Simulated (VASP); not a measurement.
# Al (Cmce) in VASP: relaxation of cell and atoms with PBEsol

Aim: the relaxation of cell and atoms of Al with PBEsol.

Everything below comes from runs of VASP 6.6.1. Logs are shortened: lines on timing, memory, paths and dates and some standing lists are left out, and cuts for length are marked.

## Step 1: The cell of the first run

The structure is orthorhombic, space group Cmce (No. 64). Conventional cell: a = 4.344 Å, b = 8.177 Å, c = 4.458 Å, α = 90.00°, β = 90.00°, γ = 90.00°. Within 3.5 Å of Al (site symmetry m) lie 9 Al at 2.58 to 3.50 Å.

## Step 2: Relaxation of cell and atoms, PBEsol

INCAR reads:

```
SYSTEM = Al
ALGO = Normal
EDIFF = 1E-7
EDIFFG = -0.01
ENCUT = 500
GGA = PS
GGA_COMPAT = .False.
IBRION = 2
ISIF = 3
ISMEAR = 0
LASPH = .True.
LCHARG = .False.
LREAL = .False.
LWAVE = .False.
NELM = 120
NELMIN = 4
NSW = 100
PREC = Accurate
SIGMA = 0.1
```

KPOINTS reads:

```
k-points
0
Gamma
  12 12 10
  0 0 0
```

POSCAR reads:

```
Al
1.0
    2.1721059219     -4.0886310020      0.0000000000
    2.1721059219      4.0886310020      0.0000000000
    0.0000000000      0.0000000000      4.4583638218
Al
4
Direct
    0.1543877400      0.8456122600      0.0577008786
    0.6543877400      0.3456122600      0.4422991214
    0.8456122600      0.1543877400      0.9422991214
    0.3456122600      0.6543877400      0.5577008786
```

Potentials or basis: VASP PAW PBE potentials, release 64 (Al).

Launch:

```console
cat potpaw_PBE.64/Al/POTCAR > POTCAR
mpirun -np 1 vasp_std > vasp.out
```

OUTCAR:

```text
SYSTEM = Al
   EDIFF = 1E-7
   EDIFFG = -0.01
   ENCUT = 500
   GGA = PS
   IBRION = 2
   ISIF = 3
   ISMEAR = 0
   LASPH = .True.
   LREAL = .False.
   NELM = 120
   NELMIN = 4
   NSW = 100
   PREC = Accurate

 ion  position               nearest neighbor table
   1  0.154  0.846  0.058-   3 2.58   4 2.72   4 2.72   3 2.73   3 2.73   2 2.77   2 2.77
   2  0.654  0.346  0.442-   4 2.58   3 2.72   3 2.72   4 2.73   4 2.73   1 2.77   1 2.77
   3  0.846  0.154  0.942-   1 2.58   2 2.72   2 2.72   1 2.73   1 2.73   4 2.77   4 2.77
   4  0.346  0.654  0.558-   2 2.58   1 2.72   1 2.72   2 2.73   2 2.73   3 2.77   3 2.77

  LATTYP: Found a base centered orthorhombic cell.
 ALAT       =     4.3442118438
 B/A-ratio  =     1.8823350007
 C/A-ratio  =     1.0262767982

  Lattice vectors:

 A1 = (   2.1721059219,  -4.0886310020,   0.0000000000)
 A2 = (   2.1721059219,   4.0886310020,   0.0000000000)
 A3 = (   0.0000000000,   0.0000000000,   4.4583638218)

Analysis of symmetry for initial positions (statically):
=====================================================================
 Subroutine PRICEL returns:
 Original cell was already a primitive cell.

 Routine SETGRP: Setting up the symmetry group for a
 base centered orthorhombic supercell.

 Subroutine GETGRP returns: Found  8 space group operations
 (whereof  4 operations were pure point group operations)
 out of a pool of  8 trial point group operations.

The static configuration has the point symmetry C_2h.
 The point group associated with its full space group is D_2h.

Analysis of symmetry for dynamics (positions and initial velocities):
=====================================================================
 Subroutine PRICEL returns:
 Original cell was already a primitive cell.

 Routine SETGRP: Setting up the symmetry group for a
 base centered orthorhombic supercell.

 Subroutine GETGRP returns: Found  8 space group operations
 (whereof  4 operations were pure point group operations)
 out of a pool of  8 trial point group operations.

The dynamic configuration has the point symmetry C_2h.
 The point group associated with its full space group is D_2h.

 Subroutine INISYM returns: Found  8 space group operations
 (whereof  4 operations are pure point group operations),
 and found     1 'primitive' translations

----------------------------------------------------------------------------------------

                                     Primitive cell

  volume of cell :      79.1889

  direct lattice vectors                    reciprocal lattice vectors
     2.172105922 -4.088631002  0.000000000     0.230191353 -0.122290322  0.000000000
     2.172105922  4.088631002  0.000000000     0.230191353  0.122290322  0.000000000
     0.000000000  0.000000000  4.458363822     0.000000000  0.000000000  0.224297532

  length of vectors
     4.629789154  4.629789154  4.458363822     0.260658745  0.260658745  0.224297532

  position of ions in fractional coordinates (direct lattice)
     0.154387740  0.845612260  0.057700879
     0.654387740  0.345612260  0.442299121
     0.845612260  0.154387740  0.942299121
     0.345612260  0.654387740  0.557700879

  ion indices of the primitive-cell ions
   primitive index   ion index
                 1           1
                 2           2
                 3           3
                 4           4

----------------------------------------------------------------------------------------

 KPOINTS: k-points

Automatic generation of k-mesh.
 Grid dimensions read from file:
 generate k-points for:   12   12   10

 Generating k-lattice:

  Cartesian coordinates                     Fractional coordinates (reciprocal lattice)
     0.019182613 -0.010190860  0.000000000     0.083333333  0.000000000  0.000000000
     0.019182613  0.010190860  0.000000000     0.000000000  0.083333333  0.000000000
     0.000000000  0.000000000  0.022429753     0.000000000  0.000000000  0.100000000

  Length of vectors
     0.021721562  0.021721562  0.022429753

  Shift w.r.t. Gamma in fractional coordinates (k-lattice)
     0.000000000  0.000000000  0.000000000

 Subroutine IBZKPT returns following result:
 ===========================================

 Found    258 irreducible k-points:

 Following reciprocal coordinates:
            Coordinates               Weight
  0.000000  0.000000  0.000000      1.000000
  0.083333 -0.000000  0.000000      4.000000
  0.166667 -0.000000  0.000000      4.000000
  0.250000  0.000000  0.000000      4.000000
  0.333333  0.000000  0.000000      4.000000
  0.416667 -0.000000  0.000000      4.000000
[... 16 lines left out ...]
  0.500000  0.166667  0.000000      4.000000
 -0.416667  0.166667  0.000000      4.000000
 [... further k-points ...]
   k-points           NKPTS =    258   k-points in BZ     NKDIM =    258   number of bands    NBANDS=     10
   number of dos      NEDOS =    301   number of ions     NIONS =      4
   total plane-waves  NPLWV =  46656
   dimension x,y,z NGX =    36 NGY =   36 NGZ =   36
   dimension x,y,z NGXF=    72 NGYF=   72 NGZF=   72
   ions per type =               4
   NGX,Y,Z   is equivalent  to a cutoff of  12.93, 12.93, 13.42 a.u.
   NGXF,Y,Z  is equivalent  to a cutoff of  25.85, 25.85, 26.85 a.u.
 SYSTEM =  Al
   PREC   = accura    normal or accurate (medium, high low for compatibility)
   ISTART =      0    job   : 0-new  1-cont  2-samecut
   ICHARG =      2    charge: 1-file 2-atom 10-const
   ISPIN  =      1    spin polarized calculation?
   LNONCOLLINEAR =      F non collinear calculations
   LSORBIT =      F    spin-orbit coupling
   LASPH  =      T    aspherical Exc in radial PAW
   ENCUT  =  500.0 eV  36.75 Ry    6.06 a.u.   8.44  8.44  8.13*2*pi/ulx,y,z
   NELM   =    120;   NELMIN=  4; NELMDL= -5     # of ELM steps
   EDIFF  = 0.1E-06   stopping-criterion for ELM
   LREAL  =      F    real-space projection
   EDIFFG = -.1E-01   stopping-criterion for IOM
   NSW    =    100    number of steps for IOM
   IBRION =      2    ionic relax: 0-MD 1-quasi-New 2-CG
   NFREE  =      1    steps in history (QN), initial steepest desc. (CG)
   ISIF   =      3    stress and relaxation
   ISYM   =      2    0-nonsym 1-usesym 2-fastsym
   POTIM  = 0.5000    time-step for ionic-motion
   TEBEG  =    0.0;   TEEND  =   0.0 temperature during run
   PSTRESS=    0.0 pullay stress
   NELECT =      12.0000    total number of electrons
   NUPDOWN=      -1.0000    fix difference up-down
   EMIN   =  10.00;   EMAX   =-10.00  energy-range for DOS
   EFERMI =   0.00;   METHOD = LEGACY
   ISMEAR =     0;   SIGMA  =   0.10  broadening in eV -4-tet -1-fermi 0-gaus
   EFERMI_NEDOS =   21; number of points for ismear=-14 and -15
   IALGO  =     38    algorithm
   IMIX   =      4    mixing-type and parameters
     AMIX     =   0.40;   BMIX     =  1.00
     AMIX_MAG =   1.60;   BMIX_MAG =  1.00
  volume/ion in A,a.u.               =      19.80       133.60
  Fermi-wavevector in a.u.,A,eV,Ry     =   0.872798  1.649349 10.364598  0.761776
  Thomas-Fermi vector in A             =   1.992098
   LORBIT       =      0    0 simple, 1 ext, 2 COOP (PROOUT), +10 PAW based schemes
   GGA     = PS    functional components
   LHFCALC =     F    Hartree Fock is set to
   AEXX    =    0.0000 exact exchange contribution
   IVDW    =     0    specifies the selected vdW correction
   LEPSILON=     F    determine dielectric tensor
   LRPA    =     F    only Hartree local field effects (RPA)
 conjugate gradient relaxation of ions
 non-spin polarized calculation
 Gauss-broadening in eV      SIGMA  =   0.10
  energy-cutoff  :      500.00
  volume of cell :       79.19
 maximum number of plane-waves:      2033
 NGX is ok and might be reduce to    36
   NGX = 17   NGY = 17   NGZ = 17

--------------------------------------- Ionic step        1  -------------------------------------------

 number of electron      12.0000000 magnetization

 Free energy of the ion-electron system (eV)
  ---------------------------------------------------
  ext. energy  EPLUGINS =         0.00000000
  ---------------------------------------------------
  free energy    TOTEN  =       -15.47170270 eV

  energy without entropy =      -15.46692694  energy(sigma->0) =      -15.46931482

------------------------ aborting loop because EDIFF is reached ----------------------------------------

  FORCE on cell =-STRESS in cart. coord.  units (eV):
  Direction    XX          YY          ZZ          XY          YZ          ZX
  --------------------------------------------------------------------------------------
  -------------------------------------------------------------------------------------
  Total        0.0734736     -0.0346157      0.4172333      0.0000000      0.0000000      0.0000000
  in kB        1.4865434     -0.7003575      8.4416074      0.0000000      0.0000000      0.0000000
  external PRESSURE =       3.0759311 kB  Pullay stress =       0.0000000 kB
[... 95 lines left out ...]
  FREE ENERGIE OF THE ION-ELECTRON SYSTEM (eV)
  ---------------------------------------------------
  free  energy   TOTEN  =       -15.4730423167 eV

  energy  without entropy=      -15.4686063316  energy(sigma->0) =      -15.47082432

[... ionic steps 4 to 16 ...]

--------------------------------------- Ionic step       17  -------------------------------------------

 number of electron      12.0000000 magnetization

------------------------ aborting loop because EDIFF is reached ----------------------------------------
[... 71 lines left out ...]
--------------------------------------- Ionic step       19  -------------------------------------------

 number of electron      12.0000000 magnetization

 Free energy of the ion-electron system (eV)
  ---------------------------------------------------
  ext. energy  EPLUGINS =         0.00000000
  ---------------------------------------------------
  free energy    TOTEN  =       -15.47535832 eV

  energy without entropy =      -15.47184540  energy(sigma->0) =      -15.47360186

 E-fermi :   5.8235     XC(G=0):  -9.4269

 val. band max:        5.8181834111   @ k =  -0.3333   0.2500   0.3000
 cond. band min:       5.8239912799   @ k =  -0.3333   0.3333   0.5000
 fundamental gap:      0.0058078687
 Fermi energy:         5.8234701337

 k-point     1 :       0.0000    0.0000    0.0000
  band No.  band energies     occupation
      1      -4.1229      2.00000
      2       2.5464      2.00000
      3       2.8487      2.00000
      4       4.0333      2.00000
      5       4.3362      2.00000
      6       5.3412      2.00000
      7       5.6687      1.97135
      8       6.4580      0.00000
      9       6.5232      0.00000
     10      10.4598      0.00000
[... 287 lines left out ...]
 k-point    24 :      -0.4167    0.1667    0.0000
  band No.  band energies     occupation
      1      -2.9979      2.00000
      2       0.4033      2.00000
      3       1.1114      2.00000
      4       3.7726      2.00000
      5       4.0004      2.00000
      6       5.4177      2.00000
      7       7.3725      0.00000
      8       7.5822      0.00000
      9       7.6960      0.00000
     10       8.1580      0.00000

 [... further k-points ...]
[... 5 lines left out ...]
  --------------------------------------------------------------------------------------
  -------------------------------------------------------------------------------------
  Total        0.0027256      0.0272643     -0.0038849      0.0000000     -0.0000000      0.0000000
  in kB        0.0545374      0.5455306     -0.0777325      0.0000000     -0.0000000      0.0000000
  external PRESSURE =       0.1741118 kB  Pullay stress =       0.0000000 kB
[... 19 lines left out ...]
  FREE ENERGIE OF THE ION-ELECTRON SYSTEM (eV)
  ---------------------------------------------------
  free  energy   TOTEN  =       -15.4753583210 eV

  energy  without entropy=      -15.4718453980  energy(sigma->0) =      -15.47360186

 reached required accuracy - stopping structural energy minimisation
```

Wall time 31 min (1 thread of Intel Xeon 8259CL, shared host); peak memory 0.29 GiB.

What came out:

* Free energy: -15.4754 eV
* Relaxed volume: 20.02 Å³/atom
* Relaxed cell: a = 4.598 Å, b = 4.598 Å, c = 4.520 Å, α = 90.00°, β = 90.00°, γ = 123.07°
* Space group after relaxing (to 0.1 Å): Cmce (No. 64)
* Energy gained by relaxing: 0.9 meV/atom
* Ionic steps: 19
* Pressure after relaxing: 0.0 GPa
* Largest force after relaxing: 0.007 eV/Å
* Band gap on the k mesh: zero (bands 6 and 7 overlap by 0.88 eV)

Forces on the atoms (eV/Å):
```
Al   0.000 -0.003  0.007
Al   0.000 -0.003 -0.007
Al   0.000  0.003 -0.007
Al   0.000  0.003  0.007
```

The path:
```
step  energy change (eV)  largest force (eV/Å)  pressure (GPa)  volume (Å³)
   1              0.0000                0.0263            0.31        79.19
   2             -0.0013                0.0226           -0.03        79.62
   3             -0.0013                0.0307           -0.08        79.70
   4             -0.0016                0.0226            0.00        79.65
   5             -0.0016                0.0211            0.05        79.61
   6             -0.0018                0.0204            0.03        79.67
   7             -0.0022                0.0305           -0.02        79.83
   8             -0.0025                0.0674           -0.13        80.14
   9             -0.0025                0.0574           -0.11        80.06
  10             -0.0026                0.0564           -0.10        80.07
  11             -0.0027                0.0535           -0.10        80.10
  12             -0.0030                0.0475           -0.08        80.15
  13             -0.0032                0.0356           -0.06        80.25
  14             -0.0032                0.0385           -0.06        80.22
  15             -0.0033                0.0323           -0.05        80.19
  16             -0.0036                0.0153            0.01        80.10
  17             -0.0034                0.0321            0.13        79.92
  18             -0.0036                0.0120            0.05        80.04
  19             -0.0037                0.0074            0.02        80.07
```

Final structure:
```yaml
crystal:
  lattice:
    - [2.19145, -4.04187, 0.00000]
    - [2.19145, 4.04187, 0.00000]
    - [0.00000, 0.00000, 4.52004]
  atoms:
    - { symbol: Al, position: [0.15506, 0.84494, 0.06355] }
    - { symbol: Al, position: [0.65506, 0.34494, 0.43645] }
    - { symbol: Al, position: [0.84494, 0.15506, 0.93645] }
    - { symbol: Al, position: [0.34494, 0.65506, 0.56354] }
```

Levels at points of the mesh, in eV from the Fermi level:
| k point | band 3 | band 4 | band 5 | band 6 | band 7 | band 8 | band 9 | band 10 |
| --- | --- | --- | --- | --- | --- | --- | --- | --- |
| (0.00, 0.00, 0.00) | -2.97 | -1.79 | -1.49 | -0.48 | -0.15 | 0.63 | 0.70 | 4.64 |
| (0.50, 0.00, 0.00) | -2.99 | -2.99 | -1.21 | -1.21 | 0.28 | 0.28 | 3.81 | 3.81 |
| (0.50, 0.50, 0.00) | -2.86 | -2.44 | -1.93 | -1.30 | 0.46 | 0.55 | 3.42 | 3.63 |
| (0.00, 0.00, 0.50) | -0.34 | -0.34 | -0.22 | -0.22 | 0.93 | 0.93 | 1.54 | 1.54 |
| (0.50, 0.00, 0.50) | -5.57 | -5.57 | -1.72 | -1.72 | -0.04 | -0.04 | 6.46 | 6.46 |
| (0.50, 0.50, 0.50) | -4.79 | -4.79 | -1.22 | -1.22 | -0.20 | -0.20 | 6.41 | 6.41 |

Caveat: the PAW data sets were made with another functional, which shifts forces and pressure a little.
